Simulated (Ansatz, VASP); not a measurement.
# One calculation of Cr, two programs

INCAR

```
SYSTEM = Cr
PREC = Accurate ; ENCUT = 520
EDIFF = 1E-6 ; ISMEAR = -1
SIGMA = 0.1 ; LREAL = .FALSE.
LASPH = .TRUE. ; NELM = 100
ALGO = Normal ; ISIF = 2
LWAVE = .FALSE. ; LCHARG = .FALSE.
GGA = B5 ; ALDAX = 1.0
AGGAX = 1.0 ; AGGAC = 1.0
ALDAC = 0.0 ; NBANDS = 12
```

The input KPOINTS:

```
regular mesh
0
G
  15 15 15
  0 0 0
```

Contents of POSCAR:

```
Cr
1.0
    2.3987502945      0.0000000000      0.0000000000
    0.0000000000      2.3987502945      0.0000000000
    0.0000000000      0.0000000000      2.3987502945
Cr
1
Direct
    0.0000000000      0.0000000000      0.0000000000
```

Input for Ansatz:

```yaml
crystal:
  lattice:
    - [2.3987502945, 0.0, 0.0]
    - [0.0, 2.3987502945, 0.0]
    - [0.0, 0.0, 2.3987502945]
  atoms:
    - { symbol: Cr, position: [0.0, 0.0, 0.0] }
hamiltonian:
  xc: blyp
  pseudopotentials:
    kind: paw
    azcp:
      Cr: "pseudopotentials/Cr.paw.azcp"
basis:
  ecutwfc: 420
  fft_grid_basis: typed
kpoints:
  mp_grid: { grid: [15, 15, 15], shift: [0, 0, 0] }
magnetization:
  spin_polarized: false
scf:
  occupations: { method: fermi_dirac, width: 0.1 }
  lower_state_search: "off"
output:
  stress: true
```

Alike in both runs: task single point; functional BLYP; k mesh 15 × 15 × 15; occupations fermi-dirac, width 0.1 eV; no spin polarisation.

|  | VASP | Ansatz |
| --- | --- | --- |
| version | VASP 6.6.1 | Ansatz 0.2.0 |
| potentials or method | VASP PAW PBE potentials, release 64 (Cr_pv), cutoff 520 eV | plane waves (420 eV) with PAW, scalar-relativistic |
| valence electrons in the cell | 12 | 14 |

Ansatz gave:

```
pressure (GPa) : -5.5
```

Question: Estimate VASP's values.

Answer: Pressure (GPa): -5.7.

VASP's potentials were made for PBE, not for BLYP. VASP's potentials hold 12 valence electrons a cell and Ansatz's 14, so a difference there can come from the potentials and not from the codes.
